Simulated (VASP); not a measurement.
Runs of VASP 6.6.1 on FeC3. The structure is that of space group Pm-3m (No. 221), or close to it. The cells are those of the table. 

```tsv
task	spin	cell	k mesh	cutoff (eV)	gap on the mesh (eV)	pressure (GPa)	moment (μB)	relaxed volume (Å³/atom)
single point	collinear, ferromagnetic start	a = 3.079 Å, 4 atoms	6 × 6 × 6	520	none	2.7	0.66	-
single point	collinear, ferromagnetic start	a = 3.202 Å, 4 atoms	6 × 6 × 6	520	none	-10.8	2.27	-
relaxation of cell and atoms	collinear, ferromagnetic start	relaxed from a = 3.202 Å, 4 atoms	6 × 6 × 6	600	none	0.3	(c)	(a)
single point	off	a = 3.080 Å, 4 atoms	16 × 16 × 16	520	none	(b)	-	-
relaxation of cell and atoms	off	relaxed from a = 3.079 Å, 4 atoms	16 × 16 × 16	600	none	0.0	-	7.33
```

Alike in all rows: level PBE; potentials or basis VASP PAW PBE potentials, release 64 (Fe, C); smearing gaussian 0.1 eV.

Problem. Fill in the values left out.

Solution. (a) 7.36; (b) 1.0; (c) 0.65.

Caveats: the cell stands under tension (at least some runs).

A gap of «none» marks levels without a gap at the run's occupations.
